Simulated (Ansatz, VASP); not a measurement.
# V in VASP and in Ansatz

```
V
1.0
    -1.55839    1.55839    1.55839
     1.55839   -1.55839    1.55839
     1.55839    1.55839   -1.55839
V
1
Cartesian
  0.0000 0.0000 0.0000
```

Change from the starting cell: strain +0.030 along x and y, +0.030 along z, atoms carried along.

Alike in both runs: task single point; functional PBE; k mesh 22 × 22 × 22; occupations gaussian, width 0.15 eV; no spin polarisation.

|  | VASP | Ansatz |
| --- | --- | --- |
| version | VASP 6.6.1 | Ansatz 0.2.0 |
| potentials or method | VASP PAW PBE potentials, release 64 (V_sv), cutoff 520 eV | scalar-relativistic, plane waves, PAW |
| valence electrons in the cell | 13 | 13 |

VASP gave:

```
gap on the k mesh at the Fermi level (eV) : none
pressure (GPa)                            : -16.8
```

Task: Which values does Ansatz return?

Result: gap on the k mesh at the Fermi level (eV): none; pressure (GPa): -17.0.

A gap of «none» marks a metal or a gap that the smearing closes.
